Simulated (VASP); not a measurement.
Here is a VASP 6.6.1 calculation.

The input POSCAR:

```
Si
1.0
    0.0000000000      1.6700000000      1.6700000000
    1.6700000000      0.0000000000      1.6700000000
    1.6700000000      1.6700000000      0.0000000000
Si
1
Direct
    0.0000000000      0.0000000000      0.0000000000
```

INCAR.step1

```
SYSTEM = Si
PREC = Accurate
ENCUT = 550
ISMEAR = -1
SIGMA = 0.1
LREAL = .FALSE.
LASPH = .TRUE.
NELM = 120
NBANDS = 8
GGA = PE
ALGO = Normal
EDIFF = 1E-5
LWAVE = .TRUE.
LCHARG = .FALSE.
GGA_COMPAT = .FALSE.
```

File INCAR.step2:

```
SYSTEM = Si
PREC = Accurate
ENCUT = 550
EDIFF = 1E-6
ISMEAR = -1
SIGMA = 0.1
LREAL = .FALSE.
LASPH = .TRUE.
NELM = 120
ALGO = Normal
ISIF = 2
LWAVE = .FALSE.
LCHARG = .TRUE.
METAGGA = R2SCAN
LMIXTAU = .TRUE.
LELF = .TRUE.
LVHAR = .TRUE.
NBANDS = 8
ISTART = 1
GGA_COMPAT = .FALSE.
```

Contents of KPOINTS:

```
regular mesh
0
G
  15 15 15
  0 0 0
```

Potentials or basis: VASP PAW PBE potentials, release 64 (Si).

Launch:

```console
$ cat potpaw_PBE.64/Si/POTCAR > POTCAR
$ cp INCAR.step1 INCAR
$ mpirun -np 1 vasp_std > vasp.out
$ cp INCAR.step2 INCAR
$ mpirun -np 1 vasp_std > vasp.out
```

Problem. Predict the pressure.

Solution. 87.0 GPa.

Problem. Estimate the band gap on the k mesh.

Solution. Zero (band 2 reaches 31.73 eV, above the bottom of band 3 at 13.87 eV).

Caveat: the PAW data sets were made with another functional, which shifts forces and pressure a little.
